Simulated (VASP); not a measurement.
# Li (Fd-3m) in VASP: notebook

The runs below take Li through single point, with BLYP.

Program: VASP 6.6.1. These are calculated values, not measurements. Logs are shortened: lines on timing, memory, paths and dates and some standing lists are left out, and cuts for length are marked.

### 1 The cell of the first run

Symmetry: Fd-3m, No. 227, cubic system. Conventional cell: a = 5.906 Å, b = 5.906 Å, c = 5.906 Å, α = 90.00°, β = 90.00°, γ = 90.00°. Li (site symmetry -43m) has 4 Li at 2.56 Å within 3.4 Å.

### 2 Single point, BLYP (volume scaled by 0.92)

Contents of INCAR:

```
SYSTEM = Li
AGGAC = 1.0
AGGAX = 1.0
ALDAC = 0.0
ALDAX = 1.0
ALGO = Normal
EDIFF = 1E-6
ENCUT = 520
GGA = B5
ISIF = 2
ISMEAR = -1
LASPH = .TRUE.
LCHARG = .FALSE.
LREAL = .FALSE.
LWAVE = .FALSE.
NBANDS = 10
NELM = 80
PREC = Accurate
SIGMA = 0.1
```

Contents of KPOINTS:

```
k-points
0
G
  10 10 10
  0 0 0
```

Contents of POSCAR:

```
Li
1.0
    0.0000000000      2.9531765953      2.9531765953
    2.9531765953      0.0000000000      2.9531765953
    2.9531765953      2.9531765953      0.0000000000
Li
2
Direct
    0.1250000000      0.1250000000      0.1250000000
    0.8750000000      0.8750000000      0.8750000000
```

Potentials or basis: VASP PAW PBE potentials, release 64 (Li_sv).

Started as:

```
$ cat potpaw_PBE.64/Li_sv/POTCAR > POTCAR
$ mpirun -np 1 vasp_std > vasp.out
```

OUTCAR:

```text
SYSTEM = Li
   EDIFF = 1E-6
   ENCUT = 520
   GGA = B5
   ISIF = 2
   ISMEAR = -1
   LASPH = .TRUE.
   LREAL = .FALSE.
   NELM = 80
   PREC = Accurate

 ion  position               nearest neighbor table
   1  0.125  0.125  0.125-   2 2.56   2 2.56   2 2.56   2 2.56
   2  0.875  0.875  0.875-   1 2.56   1 2.56   1 2.56   1 2.56

  LATTYP: Found a face centered cubic cell.
 ALAT       =     5.9063531906

  Lattice vectors:

 A1 = (   0.0000000000,   2.9531765953,   2.9531765953)
 A2 = (   2.9531765953,   0.0000000000,   2.9531765953)
 A3 = (   2.9531765953,   2.9531765953,   0.0000000000)

Analysis of symmetry for initial positions (statically):
=====================================================================
 Subroutine PRICEL returns:
 Original cell was already a primitive cell.

 Routine SETGRP: Setting up the symmetry group for a
 face centered cubic supercell.

 Subroutine GETGRP returns: Found 48 space group operations
 (whereof 12 operations were pure point group operations)
 out of a pool of 48 trial point group operations.

The static configuration has the point symmetry D_3d.
 The point group associated with its full space group is O_h .

Analysis of symmetry for dynamics (positions and initial velocities):
=====================================================================
 Subroutine PRICEL returns:
 Original cell was already a primitive cell.

 Routine SETGRP: Setting up the symmetry group for a
 face centered cubic supercell.

 Subroutine GETGRP returns: Found 48 space group operations
 (whereof 12 operations were pure point group operations)
 out of a pool of 48 trial point group operations.

The dynamic configuration has the point symmetry D_3d.
 The point group associated with its full space group is O_h .

 Subroutine INISYM returns: Found 48 space group operations
 (whereof 12 operations are pure point group operations),
 and found     1 'primitive' translations

----------------------------------------------------------------------------------------

                                     Primitive cell

  volume of cell :      51.5108

  direct lattice vectors                    reciprocal lattice vectors
     0.000000000  2.953176595  2.953176595    -0.169309211  0.169309211  0.169309211
     2.953176595  0.000000000  2.953176595     0.169309211 -0.169309211  0.169309211
     2.953176595  2.953176595  0.000000000     0.169309211  0.169309211 -0.169309211

  length of vectors
     4.176422393  4.176422393  4.176422393     0.293252156  0.293252156  0.293252156

  position of ions in fractional coordinates (direct lattice)
     0.125000000  0.125000000  0.125000000
     0.875000000  0.875000000  0.875000000

  ion indices of the primitive-cell ions
   primitive index   ion index
                 1           1
                 2           2

----------------------------------------------------------------------------------------

 KPOINTS: k-points

Automatic generation of k-mesh.
 Grid dimensions read from file:
 generate k-points for:   10   10   10

 Generating k-lattice:

  Cartesian coordinates                     Fractional coordinates (reciprocal lattice)
    -0.016930921  0.016930921  0.016930921     0.100000000  0.000000000  0.000000000
     0.016930921 -0.016930921  0.016930921     0.000000000  0.100000000  0.000000000
     0.016930921  0.016930921 -0.016930921     0.000000000  0.000000000  0.100000000

  Length of vectors
     0.029325216  0.029325216  0.029325216

  Shift w.r.t. Gamma in fractional coordinates (k-lattice)
     0.000000000  0.000000000  0.000000000

 Subroutine IBZKPT returns following result:
 ===========================================

 Found     47 irreducible k-points:

 Following reciprocal coordinates:
            Coordinates               Weight
  0.000000  0.000000  0.000000      1.000000
  0.100000  0.000000  0.000000      8.000000
  0.200000  0.000000  0.000000      8.000000
  0.300000  0.000000  0.000000      8.000000
  0.400000  0.000000  0.000000      8.000000
  0.500000  0.000000  0.000000      4.000000
[... 16 lines left out ...]
  0.300000  0.300000  0.000000      6.000000
  0.400000  0.300000  0.000000     24.000000
 [... further k-points ...]
   k-points           NKPTS =     47   k-points in BZ     NKDIM =     47   number of bands    NBANDS=     10
   number of dos      NEDOS =    301   number of ions     NIONS =      2
   total plane-waves  NPLWV =  32768
   dimension x,y,z NGX =    32 NGY =   32 NGZ =   32
   dimension x,y,z NGXF=    64 NGYF=   64 NGZF=   64
   ions per type =               2
   NGX,Y,Z   is equivalent  to a cutoff of  12.74, 12.74, 12.74 a.u.
   NGXF,Y,Z  is equivalent  to a cutoff of  25.48, 25.48, 25.48 a.u.
 SYSTEM =  Li
   PREC   = accura    normal or accurate (medium, high low for compatibility)
   ISTART =      0    job   : 0-new  1-cont  2-samecut
   ICHARG =      2    charge: 1-file 2-atom 10-const
   ISPIN  =      1    spin polarized calculation?
   LNONCOLLINEAR =      F non collinear calculations
   LSORBIT =      F    spin-orbit coupling
   LASPH  =      T    aspherical Exc in radial PAW
   ENCUT  =  520.0 eV  38.22 Ry    6.18 a.u.   7.77  7.77  7.77*2*pi/ulx,y,z
   NELM   =     80;   NELMIN=  2; NELMDL= -5     # of ELM steps
   EDIFF  = 0.1E-05   stopping-criterion for ELM
   LREAL  =      F    real-space projection
   EDIFFG = 0.1E-04   stopping-criterion for IOM
   NSW    =      0    number of steps for IOM
   IBRION =     -1    ionic relax: 0-MD 1-quasi-New 2-CG
   NFREE  =      0    steps in history (QN), initial steepest desc. (CG)
   ISIF   =      2    stress and relaxation
   ISYM   =      2    0-nonsym 1-usesym 2-fastsym
   POTIM  = 0.5000    time-step for ionic-motion
   TEBEG  =    0.0;   TEEND  =   0.0 temperature during run
   PSTRESS=    0.0 pullay stress
   NELECT =       6.0000    total number of electrons
   NUPDOWN=      -1.0000    fix difference up-down
   EMIN   =  10.00;   EMAX   =-10.00  energy-range for DOS
   EFERMI =   0.00;   METHOD = LEGACY
   ISMEAR =    -1;   SIGMA  =   0.10  broadening in eV -4-tet -1-fermi 0-gaus
   EFERMI_NEDOS =   21; number of points for ismear=-14 and -15
   IALGO  =     38    algorithm
   IMIX   =      4    mixing-type and parameters
     AMIX     =   0.40;   BMIX     =  1.00
     AMIX_MAG =   1.60;   BMIX_MAG =  1.00
  volume/ion in A,a.u.               =      25.76       173.81
  Fermi-wavevector in a.u.,A,eV,Ry     =   0.799514  1.510862  8.697142  0.639222
  Thomas-Fermi vector in A             =   1.906632
   LORBIT       =      0    0 simple, 1 ext, 2 COOP (PROOUT), +10 PAW based schemes
   GGA     = B5    functional components
   LHFCALC =     F    Hartree Fock is set to
   AEXX    =    0.0000 exact exchange contribution
   IVDW    =     0    specifies the selected vdW correction
   LEPSILON=     F    determine dielectric tensor
   LRPA    =     F    only Hartree local field effects (RPA)
 non-spin polarized calculation
  energy-cutoff  :      520.00
  volume of cell :       51.51
 maximum number of plane-waves:      1411
   NGX = 15   NGY = 15   NGZ = 15

 number of electron       6.0000017 magnetization

 Free energy of the ion-electron system (eV)
  ---------------------------------------------------
  ext. energy  EPLUGINS =         0.00000000
  ---------------------------------------------------
  free energy    TOTEN  =        -2.16296695 eV

  energy without entropy =       -2.13442579  energy(sigma->0) =       -2.14869637

 E-fermi :   0.5548     XC(G=0):  -6.0244

 val. band max:        0.4792574478   @ k =  -0.3000   0.4000   0.1000
 cond. band min:       0.5966203230   @ k =  -0.3000   0.4000   0.2000
 fundamental gap:      0.1173628752
 Fermi energy:         0.5547912656

 k-point     1 :       0.0000    0.0000    0.0000
  band No.  band energies     occupation
      1     -47.7705      2.00000
      2     -47.6962      2.00000
      3      -2.7204      2.00000
      4       5.9243      0.00000
      5       5.9243      0.00000
      6       5.9244      0.00000
      7       7.1415      0.00000
      8       7.1415      0.00000
      9       7.1415      0.00000
     10      12.1315      0.00000

 k-point     2 :       0.1000    0.0000    0.0000
  band No.  band energies     occupation
      1     -47.7690      2.00000
      2     -47.6975      2.00000
      3      -2.6206      2.00000
      4       4.9480      0.00000
      5       5.6195      0.00000
      6       5.6196      0.00000
      7       7.5289      0.00000
      8       7.5289      0.00000
      9       7.9562      0.00000
     10      11.3143      0.00000

 k-point     3 :       0.2000    0.0000    0.0000
  band No.  band energies     occupation
      1     -47.7652      2.00000
      2     -47.7013      2.00000
      3      -2.3235      2.00000
      4       3.5341      0.00000
      5       5.1738      0.00000
      6       5.1739      0.00000
      7       8.0102      0.00000
      8       8.0102      0.00000
      9       8.9024      0.00000
     10      10.5207      0.00000

 k-point     4 :       0.3000    0.0000    0.0000
  band No.  band energies     occupation
      1     -47.7596      2.00000
      2     -47.7067      2.00000
      3      -1.8328      2.00000
      4       2.1690      0.00000
      5       4.8408      0.00000
      6       4.8409      0.00000
      7       7.9639      0.00000
      8       7.9639      0.00000
      9       9.5715      0.00000
     10       9.9793      0.00000
[... 222 lines left out ...]
 k-point    22 :      -0.2000    0.2000    0.0000
  band No.  band energies     occupation
      1     -47.7574      2.00000
      2     -47.7089      2.00000
      3      -1.6634      2.00000
      4       2.8593      0.00000
      5       2.8982      0.00000
      6       4.9472      0.00000
      7       7.9525      0.00000
      8       8.4355      0.00000
      9       9.8086      0.00000
     10      10.0689      0.00000

 k-point    23 :       0.3000    0.3000    0.0000
  band No.  band energies     occupation
      1     -47.7549      2.00000
      2     -47.7113      2.00000
      3      -1.5142      2.00000
      4       3.3139      0.00000
      5       3.3140      0.00000
      6       3.6881      0.00000
      7       6.5786      0.00000
      8       6.8037      0.00000
      9      11.1719      0.00000
     10      11.1720      0.00000

 k-point    24 :       0.4000    0.3000    0.0000
  band No.  band energies     occupation
      1     -47.7496      2.00000
      2     -47.7166      2.00000
      3      -1.0119      2.00000
      4       2.6148      0.00000
      5       2.9566      0.00000
      6       3.1130      0.00000
      7       6.5215      0.00000
      8       7.0478      0.00000
      9      11.4192      0.00000
     10      11.8628      0.00000

 [... further k-points ...]

------------------------ aborting loop because EDIFF is reached ----------------------------------------

  FORCE on cell =-STRESS in cart. coord.  units (eV):
  Direction    XX          YY          ZZ          XY          YZ          ZX
  --------------------------------------------------------------------------------------
  -------------------------------------------------------------------------------------
  Total        0.0871203      0.0871203      0.0871203      0.0000000      0.0000000     -0.0000000
  in kB        2.7097647      2.7097647      2.7097647      0.0000000      0.0000000     -0.0000000
  external PRESSURE =       2.7097647 kB  Pullay stress =       0.0000000 kB

 VOLUME and BASIS-vectors are now :
 -----------------------------------------------------------------------------
  energy-cutoff  :      520.00
  volume of cell :       51.51
      direct lattice vectors                 reciprocal lattice vectors
     0.000000000  2.953176595  2.953176595    -0.169309211  0.169309211  0.169309211
     2.953176595  0.000000000  2.953176595     0.169309211 -0.169309211  0.169309211
     2.953176595  2.953176595  0.000000000     0.169309211  0.169309211 -0.169309211

 POSITION                                       TOTAL-FORCE (eV/Angst)
 -----------------------------------------------------------------------------------
      0.73829      0.73829      0.73829         0.000000      0.000000      0.000000
      5.16806      5.16806      5.16806        -0.000000     -0.000000     -0.000000
 -----------------------------------------------------------------------------------
    total drift:                                0.000000      0.000000      0.000000

  FREE ENERGIE OF THE ION-ELECTRON SYSTEM (eV)
  ---------------------------------------------------
  free  energy   TOTEN  =        -2.1629669466 eV

  energy  without entropy=       -2.1344257883  energy(sigma->0) =       -2.14869637
```

Wall time 10 s (1 thread of Intel Xeon 6975P-C (Granite Rapids), shared host); peak memory 0.16 GiB.

Results:

```
Free energy            : -2.1630 eV
Band gap on the k mesh : zero (band 3 reaches 1.08 eV, above the bottom of band 4 at 0.20 eV)
```

Caveat: the cutoff is under 1.25 times the usual one of these potentials, so pressure, stress and relaxed cells hold a basis-set (Pulay) error; the PAW data sets were made with another functional, which shifts forces and pressure a little.

### 3 Single point, BLYP (volume scaled by 0.96)

Contents of INCAR:

```
  PREC = Accurate
  ENCUT = 520
  EDIFF = 1E-7
  ISMEAR = -1
  SIGMA = 0.1
  LREAL = False
  LASPH = True
  NELM = 60
  ALGO = Normal
  ISIF = 2
  LWAVE = False
  LCHARG = False
  GGA = B5
  ALDAX = 1.0
  AGGAX = 1.0
  AGGAC = 1.0
  ALDAC = 0.0
  NBANDS = 10
```

Contents of KPOINTS:

```
regular mesh
0
Gamma
  10 10 10
```

Contents of POSCAR:

```
Li
1.0
    0.0000000000      2.9953705330      2.9953705330
    2.9953705330      0.0000000000      2.9953705330
    2.9953705330      2.9953705330      0.0000000000
Li
2
Direct
    0.1250000000      0.1250000000      0.1250000000
    0.8750000000      0.8750000000      0.8750000000
```

Potentials or basis: VASP PAW PBE potentials, release 64 (Li_sv).

Started as:

```
$ cat potpaw_PBE.64/Li_sv/POTCAR > POTCAR
$ mpirun -np 1 vasp_std > vasp.out
```

It took 12 s on 1 thread of Intel Xeon 6975P-C (Granite Rapids), shared host; peak memory 0.16 GiB.

Results (log left out):

```yaml
Free_energy: -2.1670 eV
Band_gap_on_the_k_mesh: zero (band 3 reaches 0.97 eV, above the bottom of band 4 at 0.04 eV)
```

Levels at points of the mesh, in eV from the Fermi level:
```
           k point  band 1  band 2  band 3  band 4  band 5  band 6
(0.00, 0.00, 0.00)  -48.31  -48.25   -3.20    5.22    5.22    5.22
(0.50, 0.00, 0.00)  -48.30  -48.27   -1.08   -0.39    3.93    3.93
(0.50, 0.50, 0.00)  -48.28  -48.28    0.10    0.10    2.10    2.10
```

Caveat: the cutoff is under 1.25 times the usual one of these potentials, so pressure, stress and relaxed cells hold a basis-set (Pulay) error; the PAW data sets were made with another functional, which shifts forces and pressure a little.
